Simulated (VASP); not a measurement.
# CuI (F-43m) in VASP: further runs, part 2 of 2

VASP 6.6.1. Earlier steps stand in the parts before.

## Step 4: Single point, PBE

This run uses another cell than the first one, of 28.11 Å³/atom, 1.116 times its volume.

Contents of INCAR:

```
SYSTEM = CuI
PREC = Accurate ; ENCUT = 520
EDIFF = 1E-7 ; ISMEAR = -1
SIGMA = 0.02 ; LREAL = .False.
LASPH = .True. ; NELM = 100
ALGO = Normal ; ISIF = 2
LWAVE = .False. ; LCHARG = .False.
GGA = PE ; NBANDS = 16
```

Contents of KPOINTS:

```
Automatic mesh
0
Gamma
  6 6 6
  0 0 0
```

Contents of POSCAR:

```
CuI
1.0
    0.0000000000      3.0404536445      3.0404536445
    3.0404536445      0.0000000000      3.0404536445
    3.0404536445      3.0404536445      0.0000000000
Cu I
1 1
Direct
    0.0000000000      0.0000000000      0.0000000000
    0.2500000000      0.2500000000      0.2500000000
```

Potentials or basis: VASP PAW PBE potentials, release 64 (Cu, I).

Launch:

```bash
$ cat potpaw_PBE.64/Cu/POTCAR potpaw_PBE.64/I/POTCAR > POTCAR
$ mpirun -np 1 vasp_std > vasp.out
```

OUTCAR:

```text
SYSTEM = CuI
   PREC = Accurate
   ENCUT = 520
   EDIFF = 1E-7
   ISMEAR = -1
   LREAL = .False.
   LASPH = .True.
   NELM = 100
   ISIF = 2
   GGA = PE

 ion  position               nearest neighbor table
   1  0.000  0.000  0.000-   2 2.63   2 2.63   2 2.63   2 2.63
   2  0.250  0.250  0.250-   1 2.63   1 2.63   1 2.63   1 2.63

  LATTYP: Found a face centered cubic cell.
 ALAT       =     6.0809072890

  Lattice vectors:

[... 478 lines left out ...]

------------------------ aborting loop because EDIFF is reached ----------------------------------------

  FORCE on cell =-STRESS in cart. coord.  units (eV):
  Direction    XX          YY          ZZ          XY          YZ          ZX
  --------------------------------------------------------------------------------------
  -------------------------------------------------------------------------------------
  Total       -0.0018958     -0.0018958     -0.0018958     -0.0000000     -0.0000000     -0.0000000
  in kB       -0.0540316     -0.0540316     -0.0540316     -0.0000000     -0.0000000     -0.0000000
  external PRESSURE =      -0.0540316 kB  Pullay stress =       0.0000000 kB

 VOLUME and BASIS-vectors are now :
 -----------------------------------------------------------------------------
  energy-cutoff  :      520.00
  volume of cell :       56.21
      direct lattice vectors                 reciprocal lattice vectors
     0.000000000  3.040453644  3.040453644    -0.164449144  0.164449144  0.164449144
     3.040453644  0.000000000  3.040453644     0.164449144 -0.164449144  0.164449144
     3.040453644  3.040453644  0.000000000     0.164449144  0.164449144 -0.164449144

 POSITION                                       TOTAL-FORCE (eV/Angst)
 -----------------------------------------------------------------------------------
      0.00000      0.00000      0.00000         0.000000      0.000000      0.000000
      1.52023      1.52023      1.52023        -0.000000     -0.000000     -0.000000
 -----------------------------------------------------------------------------------
    total drift:                               -0.000001     -0.000001     -0.000001

  FREE ENERGIE OF THE ION-ELECTRON SYSTEM (eV)
  ---------------------------------------------------
  free  energy   TOTEN  =        -5.5604110182 eV

  energy  without entropy=       -5.5604110182  energy(sigma->0) =       -5.56041102
```

OSZICAR:

```text
N       E                     dE             d eps       ncg     rms          rms(c)
DAV:   1     0.100867551952E+03    0.10087E+03   -0.78733E+03   512   0.122E+03
DAV:   2     0.974935153408E+00   -0.99893E+02   -0.90968E+02   544   0.220E+02
DAV:   3    -0.556972555689E+01   -0.65447E+01   -0.64706E+01   696   0.635E+01
DAV:   4    -0.576501737645E+01   -0.19529E+00   -0.19524E+00   688   0.969E+00
DAV:   5    -0.577195874825E+01   -0.69414E-02   -0.69412E-02   760   0.182E+00    0.512E+00
DAV:   6    -0.569807366780E+01    0.73885E-01   -0.25684E+00   568   0.428E+01    0.334E+00
DAV:   7    -0.556096736158E+01    0.13711E+00   -0.61646E-01   528   0.256E+01    0.166E+00
DAV:   8    -0.556238454230E+01   -0.14172E-02   -0.33690E-02   808   0.251E+00    0.418E-01
DAV:   9    -0.556022450644E+01    0.21600E-02   -0.84575E-03   632   0.268E+00    0.122E-01
DAV:  10    -0.556040555086E+01   -0.18104E-03   -0.55012E-04   616   0.171E-01    0.374E-02
DAV:  11    -0.556041100187E+01   -0.54510E-05   -0.15570E-04   608   0.346E-01    0.271E-02
DAV:  12    -0.556041155107E+01   -0.54921E-06   -0.13487E-05   824   0.400E-02    0.222E-02
DAV:  13    -0.556041018040E+01    0.13707E-05   -0.62354E-06   656   0.771E-02    0.641E-03
DAV:  14    -0.556041109824E+01   -0.91784E-06   -0.26952E-06   840   0.264E-02    0.535E-03
DAV:  15    -0.556041101823E+01    0.80012E-07   -0.12070E-07   480   0.105E-02
   1 F= -.55604110E+01 E0= -.55604110E+01  d E =-.374833E-11
```

It took 13 s on 1 thread of Intel Xeon 6975P-C, shared host; peak memory 0.17 GiB.

Results:

* Free energy: -5.5604 eV
* Pressure: 0.0 GPa
* Band gap on the k mesh: 1.12 eV, direct

Levels at points of the mesh, in eV from the valence-band top:
| k point | band 5 | band 6 | band 7 | band 8 | band 9 | band 10 | band 11 | band 12 | band 13 | band 14 |
| --- | --- | --- | --- | --- | --- | --- | --- | --- | --- | --- |
| (0.00, 0.00, 0.00) | -1.82 | -1.82 | 0.00 | 0.00 | 0.00 | 1.12 | 4.88 | 4.88 | 4.88 | 8.17 |
| (0.50, 0.00, 0.00) | -1.79 | -1.79 | -1.74 | -0.69 | -0.69 | 2.15 | 5.41 | 5.41 | 7.39 | 9.08 |
| (0.50, 0.50, 0.00) | -1.84 | -1.76 | -1.73 | -1.47 | -1.47 | 2.73 | 2.91 | 9.13 | 9.71 | 9.71 |

Caveat: spin-orbit coupling is left out, which moves the levels of the heavy elements. As with any semilocal functional, this PBE gap is likely too small.

## Step 5: Single point, r2SCAN

This run uses another cell than the first one, of 27.33 Å³/atom, 1.085 times its volume.

Contents of POSCAR:

```
CuI
1.0
    0.0000000000      3.0120289470      3.0120289470
    3.0120289470      0.0000000000      3.0120289470
    3.0120289470      3.0120289470      0.0000000000
Cu I
1 1
Direct
    0.0000000000      0.0000000000      0.0000000000
    0.2500000000      0.2500000000      0.2500000000
```

Contents of INCAR.step1:

```
PREC = Accurate
ENCUT = 520
ISMEAR = -1
SIGMA = 0.02
LREAL = False
LASPH = True
NELM = 80
NBANDS = 16
GGA = PE
ALGO = Normal
EDIFF = 1E-4
LWAVE = True
LCHARG = False
```

Contents of INCAR.step2:

```
PREC = Accurate
ENCUT = 520
EDIFF = 1E-6
ISMEAR = -1
SIGMA = 0.02
LREAL = False
LASPH = True
NELM = 80
ALGO = Normal
ISIF = 2
LWAVE = False
LCHARG = True
METAGGA = R2SCAN
LMIXTAU = True
LELF = True
LVHAR = True
NBANDS = 16
ISTART = 1
```

Contents of KPOINTS:

```
regular mesh
0
Gamma
  6 6 6
```

Potentials or basis: VASP PAW PBE potentials, release 64 (Cu, I).

Launch:

```bash
$ cat potpaw_PBE.64/Cu/POTCAR potpaw_PBE.64/I/POTCAR > POTCAR
$ cp INCAR.step1 INCAR
$ mpirun -np 1 vasp_std > vasp.out
$ cp INCAR.step2 INCAR
$ mpirun -np 1 vasp_std > vasp.out
```

OUTCAR:

```text
PREC = Accurate
   ENCUT = 520
   EDIFF = 1E-6
   ISMEAR = -1
   LREAL = False
   LASPH = True
   NELM = 80
   ISIF = 2
   METAGGA = R2SCAN
   ISTART = 1

 ion  position               nearest neighbor table
   1  0.000  0.000  0.000-   2 2.61   2 2.61   2 2.61   2 2.61
   2  0.250  0.250  0.250-   1 2.61   1 2.61   1 2.61   1 2.61

  LATTYP: Found a face centered cubic cell.
 ALAT       =     6.0240578940

  Lattice vectors:
[... 477 lines left out ...]
     15      16.5793      0.00000
     16      17.2499      0.00000

------------------------ aborting loop because EDIFF is reached ----------------------------------------

  FORCE on cell =-STRESS in cart. coord.  units (eV):
  Direction    XX          YY          ZZ          XY          YZ          ZX
  --------------------------------------------------------------------------------------
  -------------------------------------------------------------------------------------
  Total       -0.0171700     -0.0171700     -0.0171700      0.0000000     -0.0000000      0.0000000
  in kB       -0.5033533     -0.5033533     -0.5033533      0.0000000     -0.0000000      0.0000000
  external PRESSURE =      -0.5033533 kB  Pullay stress =       0.0000000 kB

 VOLUME and BASIS-vectors are now :
 -----------------------------------------------------------------------------
  energy-cutoff  :      520.00
  volume of cell :       54.65
      direct lattice vectors                 reciprocal lattice vectors
     0.000000000  3.012028947  3.012028947    -0.166001061  0.166001061  0.166001061
     3.012028947  0.000000000  3.012028947     0.166001061 -0.166001061  0.166001061
     3.012028947  3.012028947  0.000000000     0.166001061  0.166001061 -0.166001061

 POSITION                                       TOTAL-FORCE (eV/Angst)
 -----------------------------------------------------------------------------------
      0.00000      0.00000      0.00000         0.000000      0.000000      0.000000
      1.50601      1.50601      1.50601        -0.000000     -0.000000     -0.000000
 -----------------------------------------------------------------------------------
    total drift:                                0.000010      0.000010      0.000010

  FREE ENERGIE OF THE ION-ELECTRON SYSTEM (eV)
  ---------------------------------------------------
  free  energy   TOTEN  =       -35.7937386929 eV

  energy  without entropy=      -35.7937386929  energy(sigma->0) =      -35.79373869
```

OSZICAR.step1:

```text
N       E                     dE             d eps       ncg     rms          rms(c)
DAV:   1     0.100114895959E+03    0.10011E+03   -0.79155E+03   512   0.119E+03
DAV:   2     0.803309705923E+00   -0.99312E+02   -0.90576E+02   544   0.224E+02
DAV:   3    -0.557233644015E+01   -0.63756E+01   -0.62941E+01   704   0.643E+01
DAV:   4    -0.577621008113E+01   -0.20387E+00   -0.20383E+00   672   0.101E+01
DAV:   5    -0.578278076965E+01   -0.65707E-02   -0.65707E-02   760   0.181E+00    0.536E+00
DAV:   6    -0.570468036139E+01    0.78100E-01   -0.27552E+00   536   0.450E+01    0.348E+00
DAV:   7    -0.555533918719E+01    0.14934E+00   -0.66253E-01   568   0.269E+01    0.175E+00
DAV:   8    -0.555662781905E+01   -0.12886E-02   -0.35986E-02   800   0.266E+00    0.436E-01
DAV:   9    -0.555420799464E+01    0.24198E-02   -0.92832E-03   648   0.285E+00    0.127E-01
DAV:  10    -0.555439208497E+01   -0.18409E-03   -0.58031E-04   608   0.182E-01    0.415E-02
DAV:  11    -0.555439922466E+01   -0.71397E-05   -0.19295E-04   608   0.398E-01
   1 F= -.55543992E+01 E0= -.55543992E+01  d E =-.532994E-11
```

It took 40 s on 1 thread of Intel Xeon 6975P-C, shared host; peak memory 0.19 GiB.

Results:

```yaml
Free_energy: -35.7937 eV
Pressure: -0.1 GPa
Band_gap_on_the_k_mesh: 1.67 eV, direct
```

Levels at points of the mesh, in eV from the valence-band top:
```tsv
k point	band 7	band 8	band 9	band 10	band 11	band 12
(0.00, 0.00, 0.00)	0.00	0.00	0.00	1.67	5.22	5.22
(0.50, 0.00, 0.00)	-1.85	-0.74	-0.74	2.57	5.73	5.73
(0.50, 0.50, 0.00)	-1.82	-1.57	-1.57	2.90	3.17	9.94
```

Caveat: the PAW data sets were made with another functional, which shifts forces and pressure a little; spin-orbit coupling is left out, which moves the levels of the heavy elements. r2SCAN opens gaps a little over a GGA but as a rule still falls short of measured ones.

## Step 6: Summary

```tsv
level	potentials or basis	cell	gap on the mesh (eV)	pressure (GPa)
LDA	VASP PAW LDA potentials, release 64 (Cu, I)	a = 4.146 Å, angles 60.0°, 2 atoms	1.28	0.1
PBEsol	VASP PAW PBE potentials, release 64 (Cu, I)	a = 4.200 Å, angles 60.0°, 2 atoms	1.20	0.5
PBE	VASP PAW PBE potentials, release 64 (Cu, I)	a = 4.300 Å, angles 60.0°, 2 atoms	1.12	0.0
r2SCAN	VASP PAW PBE potentials, release 64 (Cu, I)	a = 4.260 Å, angles 60.0°, 2 atoms	1.67	-0.1
```

Alike in all rows: task single point; no spin polarisation; k mesh 6 × 6 × 6; cutoff (eV) 520; smearing fermi-dirac 0.02 eV.

Caveats: spin-orbit coupling is left out, which moves the levels of the heavy elements; the PAW data sets were made with another functional, which shifts forces and pressure a little (some runs).

Total energies depend on the potentials used, so only differences within one code and one set of settings carry meaning.
